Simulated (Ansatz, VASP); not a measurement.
## One calculation of CdS, two programs

```
Cd S
1.0
    -0.04198    2.76721    2.76508
     2.73019    0.00986    2.71325
     2.76156    2.74674   -0.02151
Cd S
1 1
Direct
  0.99960 0.95477 0.04081
  0.50341 0.47982 0.52519
```

Alike in both runs: task single point; functional r2SCAN; k mesh 3 × 4 × 3; occupations gaussian, width 0.02 eV; no spin polarisation.

```csv
,VASP,Ansatz
version,VASP 6.6.1,Ansatz 0.2.0
potentials or method,"VASP PAW PBE potentials, release 64 (Cd, S)","plane waves, PAW"
plane-wave cutoff (eV),520,500
valence electrons in the cell,18,26
```

VASP gave:

```
gap on the k mesh at the Fermi level (eV) : 1.42
```

**Question.** Estimate Ansatz's values.

**Answer.** gap on the k mesh at the Fermi level (eV): 1.43.

VASP's potentials were made for PBE, not for r2SCAN. VASP's potentials hold 18 valence electrons a cell and Ansatz's 26, so a difference there can come from the potentials and not from the codes.

The k mesh is coarse, so the values compare programs but aren't converged.
